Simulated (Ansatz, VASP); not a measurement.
## OsCl3: VASP beside Ansatz

```xyz
4
Lattice="4.8190 0.0000 0.0000 0.0000 4.8190 0.0000 0.0000 0.0000 4.8190" Properties=species:S:1:pos:R:3 pbc="T T T"
Os    0.0000    0.0000    0.0000
Cl    2.4095    0.0000    0.0000
Cl    0.0000    0.0000    2.4095
Cl    0.0000    2.4095    0.0000
```

Alike in both runs: task single point; functional PBE; k mesh 6 × 6 × 6; occupations gaussian, width 0.05 eV; collinear spin; Hubbard terms Os d U = 2.0 eV.

```csv
,VASP,Ansatz
version,VASP 6.6.1,Ansatz 0.2.0
potentials or method,"VASP PAW PBE potentials, release 64 (Os, Cl), cutoff 520 eV","scalar-relativistic, plane waves, PAW"
valence electrons in the cell,29,37
```

```csv
,VASP,Ansatz,Ansatz less VASP
gap on the k mesh at the Fermi level (eV),none,none,-
pressure (GPa),1.1,0.0,-1.12
net moment per atom (μB),0.77,0.65,-0.124
size of the moment on the site where the two differ most (μB),2.75,1.69,-1.055
```

The net moments are unlike, so the other rows may belong to different states. Site moments also hang on the region over which each program counts them. The programs project onto different local orbitals, so the same U acts differently, and such runs can settle in different states. A gap of «none» marks a metal or a gap that the smearing closes. VASP's potentials hold 29 valence electrons a cell and Ansatz's 37, so a difference there can come from the potentials and not from the codes. Ansatz's warnings: filled band counts differ across k points, stability check not made, xc potential rough in thin density.

Spin-orbit coupling is off throughout.
